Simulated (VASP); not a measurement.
The system is Hf.

```xyz
2
Lattice="3.1967 0.0000 0.0000 -1.5983 2.7684 0.0000 0.0000 0.0000 5.0578" Properties=species:S:1:pos:R:3 pbc="T T T"
Hf    0.0000    1.8456    1.2645
Hf    1.5984    0.9228    3.7934
```

| Quantity | Value |
| --- | --- |
| Program | VASP 6.6.1 |
| Task | relaxation of cell and atoms |
| Functional | LDA |
| Potentials or basis | VASP PAW LDA potentials, release 64 (Hf_pv) |
| Cutoff | 600 eV |
| k mesh | 9 × 9 × 5 |
| Occupations | fermi-dirac, width 0.02 eV |
| Spin | no spin polarisation |

At the start: pressure -7.7 GPa; volume 22.38 Å³/atom.

Task: How do energy, volume and symmetry change on relaxing?

Result: Over 9 steps the energy falls by 39.5 meV/atom and the volume is 20.83 Å³/atom (-6.9 %); space group P6_3/mmc (No. 194, to 0.05 Å).

The path:
```csv
step,energy change (eV),largest force (eV/Å),pressure (GPa),volume (Å³)
1,0.0000,0.0000,-7.72,44.76
2,0.0548,0.0000,12.70,38.13
3,-0.0785,0.0000,-0.24,41.76
4,-0.0785,0.0000,-0.02,41.68
5,-0.0785,0.0000,0.16,41.62
6,-0.0790,0.0000,0.18,41.60
7,-0.0790,0.0000,0.19,41.59
8,-0.0790,0.0000,-0.22,41.73
9,-0.0790,0.0000,-0.01,41.66
```

Final structure:
```
CELL_PARAMETERS angstrom
3.11557 0.00000 0.00000
-1.55779 2.69817 0.00000
0.00000 0.00000 4.95533
ATOMIC_POSITIONS crystal
Hf 0.33333 0.66667 0.25000
Hf 0.66667 0.33333 0.75000
```
